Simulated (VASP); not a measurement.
# Se in VASP: further runs

Runs on Se. Level: PBE. Tasks: single point.

All numbers are computed with VASP 6.6.1; they aren't measurements. Logs are shortened: lines on timing, memory, paths and dates and some standing lists are left out, and cuts for length are marked.

## Step 1: The cell of the first run

Symmetry: P3_121, No. 152, trigonal system. Conventional cell: a = 4.366 Å, b = 4.366 Å, c = 4.954 Å, α = 90.00°, β = 90.00°, γ = 120.00°. Se (site symmetry 2) has 2 Se at 2.37 Å within 3.1 Å.

## Step 2: Single point, PBE

File INCAR:

```
ALGO = Normal ; EDIFF = 1E-6
ENCUT = 520 ; GGA = PE
ISIF = 2 ; ISMEAR = 0
LASPH = True ; LCHARG = False
LREAL = False ; LWAVE = False
NBANDS = 16 ; NELM = 100
PREC = Accurate ; SIGMA = 0.05
```

File KPOINTS:

```
k-points
0
Gamma
  9 9 6
```

File POSCAR:

```
Se
1.0
    4.3662000000      0.0000000000      0.0000000000
   -2.1831000000      3.7812401180      0.0000000000
    0.0000000000      0.0000000000      4.9536000000
Se
3
Direct
    0.2254000000      0.0000000000      0.3333333333
    0.0000000000      0.2254000000      0.6666666667
    0.7746000000      0.7746000000      0.0000000000
```

Potentials or basis: VASP PAW PBE potentials, release 64 (Se).

The run is started by

```sh
$ cat potpaw_PBE.64/Se/POTCAR > POTCAR
$ mpirun -np 1 vasp_std > vasp.out
```

OUTCAR:

```text
EDIFF = 1E-6
   ENCUT = 520
   GGA = PE
   ISIF = 2
   ISMEAR = 0
   LASPH = True
   LREAL = False
   NELM = 100
   PREC = Accurate

 ion  position               nearest neighbor table
   1  0.225  0.000  0.333-   3 2.37   2 2.37
   2  0.000  0.225  0.667-   3 2.37   1 2.37
   3  0.775  0.775  0.000-   2 2.37   1 2.37

  LATTYP: Found a hexagonal cell.
 ALAT       =     4.3662000000
 C/A-ratio  =     1.1345334616

  Lattice vectors:

 A1 = (   4.3662000000,   0.0000000000,   0.0000000000)
 A2 = (  -2.1831000000,   3.7812401180,   0.0000000000)
 A3 = (   0.0000000000,   0.0000000000,   4.9536000000)

Analysis of symmetry for initial positions (statically):
=====================================================================
 Subroutine PRICEL returns:
 Original cell was already a primitive cell.

 Routine SETGRP: Setting up the symmetry group for a
 hexagonal supercell.

 Subroutine GETGRP returns: Found  6 space group operations
 (whereof  2 operations were pure point group operations)
 out of a pool of 24 trial point group operations.

The static configuration has the point symmetry C_2 .
 The point group associated with its full space group is D_3 .

Analysis of symmetry for dynamics (positions and initial velocities):
=====================================================================
 Subroutine PRICEL returns:
 Original cell was already a primitive cell.

 Routine SETGRP: Setting up the symmetry group for a
 hexagonal supercell.

 Subroutine GETGRP returns: Found  6 space group operations
 (whereof  2 operations were pure point group operations)
 out of a pool of 24 trial point group operations.

The dynamic configuration has the point symmetry C_2 .
 The point group associated with its full space group is D_3 .

 Subroutine INISYM returns: Found  6 space group operations
 (whereof  2 operations are pure point group operations),
 and found     1 'primitive' translations

----------------------------------------------------------------------------------------

                                     Primitive cell

  volume of cell :      81.7822

  direct lattice vectors                    reciprocal lattice vectors
     4.366200000  0.000000000  0.000000000     0.229032110  0.132231751  0.000000000
    -2.183100000  3.781240118  0.000000000     0.000000000  0.264463501  0.000000000
     0.000000000  0.000000000  4.953600000     0.000000000  0.000000000  0.201873385

  length of vectors
     4.366200000  4.366200000  4.953600000     0.264463501  0.264463501  0.201873385

  position of ions in fractional coordinates (direct lattice)
     0.225400000  0.000000000  0.333333333
     0.000000000  0.225400000  0.666666667
     0.774600000  0.774600000  0.000000000

  ion indices of the primitive-cell ions
   primitive index   ion index
                 1           1
                 2           2
                 3           3

----------------------------------------------------------------------------------------

 KPOINTS: k-points

Automatic generation of k-mesh.
 Grid dimensions read from file:
 generate k-points for:    9    9    6

 Generating k-lattice:

  Cartesian coordinates                     Fractional coordinates (reciprocal lattice)
     0.025448012  0.014692417  0.000000000     0.111111111  0.000000000  0.000000000
     0.000000000  0.029384833  0.000000000     0.000000000  0.111111111  0.000000000
     0.000000000  0.000000000  0.033645564     0.000000000  0.000000000  0.166666667

  Length of vectors
     0.029384833  0.029384833  0.033645564

  Shift w.r.t. Gamma in fractional coordinates (k-lattice)
     0.000000000  0.000000000  0.000000000

 Subroutine IBZKPT returns following result:
 ===========================================

 Found     62 irreducible k-points:

 Following reciprocal coordinates:
            Coordinates               Weight
  0.000000  0.000000  0.000000      1.000000
  0.111111  0.000000  0.000000      6.000000
  0.222222  0.000000  0.000000      6.000000
  0.333333  0.000000  0.000000      6.000000
  0.444444  0.000000  0.000000      6.000000
  0.111111  0.111111  0.000000      6.000000
[... 16 lines left out ...]
  0.222222  0.111111  0.166667     12.000000
 -0.111111  0.333333  0.166667     12.000000
 [... further k-points ...]
   k-points           NKPTS =     62   k-points in BZ     NKDIM =     62   number of bands    NBANDS=     16
   number of dos      NEDOS =    301   number of ions     NIONS =      3
   total plane-waves  NPLWV =  40960
   dimension x,y,z NGX =    32 NGY =   32 NGZ =   40
   dimension x,y,z NGXF=    64 NGYF=   64 NGZF=   80
   ions per type =               3
   NGX,Y,Z   is equivalent  to a cutoff of  12.18, 12.18, 13.42 a.u.
   NGXF,Y,Z  is equivalent  to a cutoff of  24.37, 24.37, 26.85 a.u.
 SYSTEM =  unknown system
   PREC   = accura    normal or accurate (medium, high low for compatibility)
   ISTART =      0    job   : 0-new  1-cont  2-samecut
   ICHARG =      2    charge: 1-file 2-atom 10-const
   ISPIN  =      1    spin polarized calculation?
   LNONCOLLINEAR =      F non collinear calculations
   LSORBIT =      F    spin-orbit coupling
   LASPH  =      T    aspherical Exc in radial PAW
   ENCUT  =  520.0 eV  38.22 Ry    6.18 a.u.   8.12  8.12  9.21*2*pi/ulx,y,z
   NELM   =    100;   NELMIN=  2; NELMDL= -5     # of ELM steps
   EDIFF  = 0.1E-05   stopping-criterion for ELM
   LREAL  =      F    real-space projection
   EDIFFG = 0.1E-04   stopping-criterion for IOM
   NSW    =      0    number of steps for IOM
   IBRION =     -1    ionic relax: 0-MD 1-quasi-New 2-CG
   NFREE  =      0    steps in history (QN), initial steepest desc. (CG)
   ISIF   =      2    stress and relaxation
   ISYM   =      2    0-nonsym 1-usesym 2-fastsym
   POTIM  = 0.5000    time-step for ionic-motion
   TEBEG  =    0.0;   TEEND  =   0.0 temperature during run
   PSTRESS=    0.0 pullay stress
   NELECT =      18.0000    total number of electrons
   NUPDOWN=      -1.0000    fix difference up-down
   EMIN   =  10.00;   EMAX   =-10.00  energy-range for DOS
   EFERMI =   0.00;   METHOD = LEGACY
   ISMEAR =     0;   SIGMA  =   0.05  broadening in eV -4-tet -1-fermi 0-gaus
   EFERMI_NEDOS =   21; number of points for ismear=-14 and -15
   IALGO  =     38    algorithm
   IMIX   =      4    mixing-type and parameters
     AMIX     =   0.40;   BMIX     =  1.00
     AMIX_MAG =   1.60;   BMIX_MAG =  1.00
  volume/ion in A,a.u.               =      27.26       183.96
  Fermi-wavevector in a.u.,A,eV,Ry     =   0.988430  1.867862 13.292817  0.976995
  Thomas-Fermi vector in A             =   2.119956
   LORBIT       =      0    0 simple, 1 ext, 2 COOP (PROOUT), +10 PAW based schemes
   GGA     = PE    functional components
   LHFCALC =     F    Hartree Fock is set to
   AEXX    =    0.0000 exact exchange contribution
   IVDW    =     0    specifies the selected vdW correction
   LEPSILON=     F    determine dielectric tensor
   LRPA    =     F    only Hartree local field effects (RPA)
 non-spin polarized calculation
 Gauss-broadening in eV      SIGMA  =   0.05
  energy-cutoff  :      520.00
  volume of cell :       81.78
 maximum number of plane-waves:      2220
   NGX = 17   NGY = 17   NGZ = 19

 number of electron      18.0000001 magnetization

 Free energy of the ion-electron system (eV)
  ---------------------------------------------------
  ext. energy  EPLUGINS =         0.00000000
  ---------------------------------------------------
  free energy    TOTEN  =       -10.46984830 eV

  energy without entropy =      -10.46984830  energy(sigma->0) =      -10.46984830

 E-fermi :   2.9413     XC(G=0):  -8.8425

 val. band max:        2.6834421637   @ k =   0.4444   0.1111   0.5000
 cond. band min:       3.7010714705   @ k =   0.3333   0.3333   0.5000
 fundamental gap:      1.0176293068
 Fermi energy:         2.9412575561

 k-point     1 :       0.0000    0.0000    0.0000
  band No.  band energies     occupation
      1     -13.1746      2.00000
      2      -9.0519      2.00000
      3      -9.0519      2.00000
      4      -1.1591      2.00000
      5      -1.1591      2.00000
      6      -1.0823      2.00000
[... 8 lines left out ...]
     15       9.1616      0.00000
     16      11.0592      0.00000

 k-point     2 :       0.1111    0.0000    0.0000
  band No.  band energies     occupation
      1     -13.1264      2.00000
      2      -9.0956      2.00000
      3      -9.0472      2.00000
      4      -1.5928      2.00000
      5      -1.3277      2.00000
      6      -0.9092      2.00000
[... 8 lines left out ...]
     15       9.6173      0.00000
     16      10.9914      0.00000

 k-point     3 :       0.2222    0.0000    0.0000
  band No.  band energies     occupation
      1     -12.9964      2.00000
      2      -9.2218      2.00000
      3      -9.0352      2.00000
      4      -2.0754      2.00000
      5      -1.6212      2.00000
      6      -0.9103      2.00000
[... 8 lines left out ...]
     15      10.4445      0.00000
     16      11.3011      0.00000

 k-point     4 :       0.3333    0.0000    0.0000
  band No.  band energies     occupation
      1     -12.8315      2.00000
      2      -9.3957      2.00000
      3      -9.0209      2.00000
      4      -2.3658      2.00000
      5      -1.8710      2.00000
      6      -0.9235      2.00000
[... 8 lines left out ...]
     15      11.2211      0.00000
     16      12.1480      0.00000
[... 324 lines left out ...]
 k-point    22 :       0.1111    0.1111    0.1667
  band No.  band energies     occupation
      1     -12.9080      2.00000
      2     -10.1309      2.00000
      3      -8.1542      2.00000
      4      -1.9658      2.00000
      5      -1.6959      2.00000
      6      -0.7334      2.00000
[... 8 lines left out ...]
     15      10.0557      0.00000
     16      10.9349      0.00000

 k-point    23 :       0.2222    0.1111    0.1667
  band No.  band energies     occupation
      1     -12.7630      2.00000
      2     -10.1099      2.00000
      3      -8.3478      2.00000
      4      -2.2641      2.00000
      5      -1.9309      2.00000
      6      -0.6855      2.00000
[... 8 lines left out ...]
     15      10.5610      0.00000
     16      11.5411      0.00000

 k-point    24 :      -0.1111    0.3333    0.1667
  band No.  band energies     occupation
      1     -12.7616      2.00000
      2     -10.1263      2.00000
      3      -8.3158      2.00000
      4      -2.3261      2.00000
      5      -2.0265      2.00000
      6      -0.7969      2.00000
[... 8 lines left out ...]
     15      10.8466      0.00000
     16      11.8165      0.00000

 [... further k-points ...]
[... 5 lines left out ...]
  --------------------------------------------------------------------------------------
  -------------------------------------------------------------------------------------
  Total        1.1743142      1.1743142      2.1086719      0.0000000      0.0000000     -0.0000000
  in kB       23.0057337     23.0057337     41.3105302      0.0000000      0.0000000     -0.0000000
  external PRESSURE =      29.1073325 kB  Pullay stress =       0.0000000 kB

 VOLUME and BASIS-vectors are now :
 -----------------------------------------------------------------------------
  energy-cutoff  :      520.00
  volume of cell :       81.78
      direct lattice vectors                 reciprocal lattice vectors
     4.366200000  0.000000000  0.000000000     0.229032110  0.132231751  0.000000000
    -2.183100000  3.781240118  0.000000000     0.000000000  0.264463501  0.000000000
     0.000000000  0.000000000  4.953600000     0.000000000  0.000000000  0.201873385

 POSITION                                       TOTAL-FORCE (eV/Angst)
 -----------------------------------------------------------------------------------
      0.98414      0.00000      1.65120         0.433980      0.000000     -0.000000
     -0.49207      0.85229      3.30240        -0.216990      0.375838      0.000000
      1.69103      2.92895      0.00000        -0.216990     -0.375838      0.000000
 -----------------------------------------------------------------------------------
    total drift:                                0.000000      0.000000      0.000000

  FREE ENERGIE OF THE ION-ELECTRON SYSTEM (eV)
  ---------------------------------------------------
  free  energy   TOTEN  =       -10.4698483022 eV

  energy  without entropy=      -10.4698483022  energy(sigma->0) =      -10.46984830
```

Wall time 1.9 min (1 thread of AMD EPYC, shared host); peak memory 0.19 GiB.

Results:

| Property | Result |
| --- | --- |
| Free energy | -10.4698 eV |
| Pressure | 2.9 GPa |
| Largest force | 0.434 eV/Å |
| Band gap on the k mesh | 1.02 eV, indirect (least direct gap 1.24 eV) |

Forces in eV/Å, atoms in the order of the input:
```
Se   0.434  0.000  0.000
Se  -0.217  0.376  0.000
Se  -0.217 -0.376  0.000
```

## Step 3: Single point, PBE

File INCAR:

```
ALGO = Normal
EDIFF = 1E-6
ENCUT = 520
GGA = PE
ISIF = 2
ISMEAR = 0
LASPH = True
LCHARG = False
LREAL = False
LWAVE = False
NBANDS = 16
NELM = 100
PREC = Accurate
SIGMA = 0.05
```

KPOINTS is that of step 2.

Changes to POSCAR since step 2:

```diff
@@ -10,2 +10,2 @@
     0.0000000000      0.2254000000      0.6666666667
-    0.7746000000      0.7746000000      0.0000000000
+    0.7761790994      0.7651479009     -0.0043519044
```

Potentials or basis: VASP PAW PBE potentials, release 64 (Se).

The run is started by

```sh
$ cat potpaw_PBE.64/Se/POTCAR > POTCAR
$ mpirun -np 1 vasp_std > vasp.out
```

Wall time 6.6 min (1 thread of AMD EPYC, shared host); peak memory 0.34 GiB.

The run converged. Its results:

```
Free energy            : -10.4729 eV
Pressure               : 2.6 GPa
Largest force          : 0.424 eV/Å
Band gap on the k mesh : 1.00 eV, indirect (least direct gap 1.20 eV)
```

Forces in eV/Å, atoms in the order of the input:
```
Se   0.411 -0.047 -0.089
Se  -0.181  0.250 -0.023
Se  -0.230 -0.204  0.112
```

Stress tensor (GPa, compression positive):
```
 2.11 -0.06 -0.21
-0.06  1.85 -0.01
-0.21 -0.01  3.72
```

Levels at points of the mesh, in eV from the valence-band top:
```csv
k point,band 7,band 8,band 9,band 10,band 11,band 12
"(0.00, 0.00, 0.00)",-2.08,-2.05,-0.45,1.80,1.84,2.11
"(0.00, 0.00, 0.50)",-1.60,-1.56,-1.15,1.07,1.21,1.28
```
